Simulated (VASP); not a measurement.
A run of VASP 6.6.1 is set up as follows.

The input INCAR:

```
SYSTEM = GaN
  ALGO = Normal
  EDIFF = 1E-6
  ENCUT = 520
  GGA = PE
  ISIF = 2
  ISMEAR = -1
  LASPH = .True.
  LCHARG = .False.
  LREAL = .False.
  LWAVE = .False.
  NBANDS = 16
  NELM = 60
  PREC = Accurate
  SIGMA = 0.05
```

The input KPOINTS:

```
k-points
0
Gamma
  6 6 6
  0 0 0
```

The input POSCAR:

```
GaN
1.0
    0.0000000000      2.2535006075      2.2535006075
    2.2535006075      0.0000000000      2.2535006075
    2.2535006075      2.2535006075      0.0000000000
Ga N
1 1
Direct
    0.0000000000      0.0000000000      0.0000000000
    0.2500000000      0.2500000000      0.2500000000
```

Potentials or basis: VASP PAW PBE potentials, release 64 (Ga_d, N).

The run is started by

```console
$ cat potpaw_PBE.64/Ga_d/POTCAR potpaw_PBE.64/N/POTCAR > POTCAR
$ mpirun -np 1 vasp_std > vasp.out
```

(1) What does it give for the band gap on the k mesh?

(2) Predict the pressure.

Results:

(1) 1.72 eV.

(2) 5.0 GPa.

Caveat: the cell stands under pressure.
